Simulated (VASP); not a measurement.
# Pb (P6_3/mmc) in VASP: a series of runs, part 2 of 2

VASP 6.6.1. Earlier steps stand in the parts before.

### 6 Single point, PBEsol (27.55 Å³/atom)

This run uses another cell than the first one, of 27.55 Å³/atom.

INCAR reads:

```
SYSTEM = Pb
PREC     = Accurate       ! precision mode
ENCUT    = 520            ! plane-wave cutoff, eV
EDIFF    = 1E-6           ! SCF threshold, eV
ISMEAR   = -1             ! smearing method
SIGMA    = 0.05           ! smearing width, eV
LREAL    = .False.        ! projectors in reciprocal space
LASPH    = .True.         ! aspherical terms in the spheres
NELM     = 80             ! most SCF steps
ALGO     = Normal         ! electronic algorithm
ISIF     = 2              ! what is computed and relaxed
LWAVE    = .False.        ! write WAVECAR
LCHARG   = .False.        ! write CHGCAR
GGA      = PS             ! functional
NBANDS   = 21             ! bands
```

KPOINTS reads:

```
regular mesh
0
Gamma
  12 12 7
  0 0 0
```

POSCAR reads:

```
Pb
1.0
    3.4089603348      0.0000000000      0.0000000000
   -1.7044801674      2.9522462504      0.0000000000
    0.0000000000      0.0000000000      5.4758863477
Pb
2
Direct
    0.3333333333      0.6666666667      0.2500000000
    0.6666666667      0.3333333333      0.7500000000
```

Potentials or basis: VASP PAW PBE potentials, release 64 (Pb_d).

On the command line:

```bash
$ cat potpaw_PBE.64/Pb_d/POTCAR > POTCAR
$ mpirun -np 1 vasp_std > vasp.out
```

OUTCAR:

```text
SYSTEM = Pb
   PREC = Accurate
   ENCUT = 520
   EDIFF = 1E-6
   ISMEAR = -1
   LREAL = .False.
   LASPH = .True.
   NELM = 80
   ISIF = 2
   GGA = PS

 ion  position               nearest neighbor table
   1  0.333  0.667  0.250-   2 3.37   2 3.37   2 3.37   2 3.37   2 3.37   2 3.37
   2  0.667  0.333  0.750-   1 3.37   1 3.37   1 3.37   1 3.37   1 3.37   1 3.37

  LATTYP: Found a hexagonal cell.
 ALAT       =     3.4089603348
 C/A-ratio  =     1.6063215203

  Lattice vectors:

 A1 = (   3.4089603348,   0.0000000000,   0.0000000000)
 A2 = (  -1.7044801674,   2.9522462504,   0.0000000000)
 A3 = (   0.0000000000,   0.0000000000,   5.4758863477)

Analysis of symmetry for initial positions (statically):
=====================================================================
 Subroutine PRICEL returns:
 Original cell was already a primitive cell.

 Routine SETGRP: Setting up the symmetry group for a
 hexagonal supercell.

 Subroutine GETGRP returns: Found 24 space group operations
 (whereof 12 operations were pure point group operations)
 out of a pool of 24 trial point group operations.

The static configuration has the point symmetry D_3d.
[... 160 lines left out ...]

  energy without entropy =       -7.89262533  energy(sigma->0) =       -7.89720530

 E-fermi :   8.2067     XC(G=0): -10.8121

 val. band max:        8.1938682526   @ k =   0.0000   0.0000   0.4286
 cond. band min:       8.2203193535   @ k =   0.3333   0.2500   0.0000
 fundamental gap:      0.0264511009
 Fermi energy:         8.2067401604

 k-point     1 :       0.0000    0.0000    0.0000
  band No.  band energies     occupation
      1      -8.9248      2.00000
      2      -8.8524      2.00000
      3      -8.8265      2.00000
      4      -8.8265      2.00000
      5      -8.7952      2.00000
      6      -8.7952      2.00000
[... 565 lines left out ...]
     20      16.6911      0.00000
     21      18.9428      0.00000

 [... further k-points ...]

------------------------ aborting loop because EDIFF is reached ----------------------------------------

  FORCE on cell =-STRESS in cart. coord.  units (eV):
  Direction    XX          YY          ZZ          XY          YZ          ZX
  --------------------------------------------------------------------------------------
  -------------------------------------------------------------------------------------
  Total        1.6249178      1.6249178      1.3917071     -0.0000000      0.0000000      0.0000000
  in kB       47.2403400     47.2403400     40.4603347     -0.0000000      0.0000000      0.0000000
  external PRESSURE =      44.9803382 kB  Pullay stress =       0.0000000 kB

 VOLUME and BASIS-vectors are now :
 -----------------------------------------------------------------------------
  energy-cutoff  :      520.00
  volume of cell :       55.11
      direct lattice vectors                 reciprocal lattice vectors
     3.408960335  0.000000000  0.000000000     0.293344569  0.169362566  0.000000000
    -1.704480167  2.952246250  0.000000000     0.000000000  0.338725132  0.000000000
     0.000000000  0.000000000  5.475886348     0.000000000  0.000000000  0.182618838

 POSITION                                       TOTAL-FORCE (eV/Angst)
 -----------------------------------------------------------------------------------
     -0.00000      1.96816      1.36897        -0.000000     -0.000000      0.000000
      1.70448      0.98408      4.10691         0.000000      0.000000      0.000000
 -----------------------------------------------------------------------------------
    total drift:                               -0.000000      0.000000      0.000000

  FREE ENERGIE OF THE ION-ELECTRON SYSTEM (eV)
  ---------------------------------------------------
  free  energy   TOTEN  =        -7.9017852747 eV

  energy  without entropy=       -7.8926253266  energy(sigma->0) =       -7.89720530
```

OSZICAR:

```text
N       E                     dE             d eps       ncg     rms          rms(c)
DAV:   1     0.295922377063E+03    0.29592E+03   -0.14415E+04  3197   0.168E+03
DAV:   2     0.131703634669E+02   -0.28275E+03   -0.27615E+03  3222   0.413E+02
DAV:   3    -0.730006915208E+01   -0.20470E+02   -0.20261E+02  3911   0.138E+02
DAV:   4    -0.791690477934E+01   -0.61684E+00   -0.61652E+00  3844   0.264E+01
DAV:   5    -0.794618588414E+01   -0.29281E-01   -0.29280E-01  4470   0.529E+00    0.984E-01
DAV:   6    -0.791170139564E+01    0.34484E-01   -0.55361E-02  4398   0.340E+00    0.454E-01
DAV:   7    -0.790247489641E+01    0.92265E-02   -0.20260E-02  4470   0.196E+00    0.131E-01
DAV:   8    -0.790178579736E+01    0.68910E-03   -0.11354E-03  4279   0.458E-01    0.114E-02
DAV:   9    -0.790178569481E+01    0.10255E-06   -0.28876E-05  4596   0.748E-02    0.595E-03
DAV:  10    -0.790178527473E+01    0.42007E-06   -0.15785E-06  2727   0.118E-02
   1 F= -.79017853E+01 E0= -.78972053E+01  d E =-.915995E-02
```

Wall time 97 s (1 thread of Intel Xeon 8259CL, shared host); peak memory 0.21 GiB.

Results:

| Property | Result |
| --- | --- |
| Free energy | -7.9018 eV |
| Pressure | 4.5 GPa |
| Band gap on the k mesh | zero (bands 14 and 15 overlap by 8.21 eV) |

Levels at points of the mesh, in eV from the Fermi level:
```tsv
k point	band 11	band 12	band 13	band 14	band 15	band 16	band 17	band 18
(0.00, 0.00, 0.00)	-12.45	-8.06	-4.66	5.92	5.92	7.97	7.97	8.70
(0.50, 0.00, 0.00)	-8.55	-7.24	-2.98	-1.52	-0.63	1.81	2.01	6.14
```

Caveat: the cell stands under pressure; the PAW data sets were made with another functional, which shifts forces and pressure a little; spin-orbit coupling is left out, which moves the levels of the heavy elements.

### 7 Overview

```tsv
cell	gap on the mesh (eV)	pressure (GPa)
a = 3.480, b = 3.480, c = 5.646 Å, angles 90.0, 90.0, 120.0°, 2 atoms	none	0.4
a = 3.515, b = 3.515, c = 5.590 Å, angles 90.0, 90.0, 120.0°, 2 atoms	none	-0.2
a = 3.550, b = 3.550, c = 5.590 Å, angles 90.0, 90.0, 120.0°, 2 atoms	none	-1.1
a = 3.410, b = 3.410, c = 5.477 Å, angles 90.0, 90.0, 120.0°, 2 atoms	none	4.5
a = 3.409, b = 3.409, c = 5.476 Å, angles 90.0, 90.0, 120.0°, 2 atoms	none	4.5
```

Alike in all rows: task single point; level PBEsol; potentials or basis VASP PAW PBE potentials, release 64 (Pb_d); no spin polarisation; k mesh 12 × 12 × 7; cutoff (eV) 520; smearing fermi-dirac 0.05 eV.

Caveats: the PAW data sets were made with another functional, which shifts forces and pressure a little; spin-orbit coupling is left out, which moves the levels of the heavy elements; the cell stands under pressure (at least some runs).

Total energies depend on the potentials used, so only differences within one code and one set of settings carry meaning.
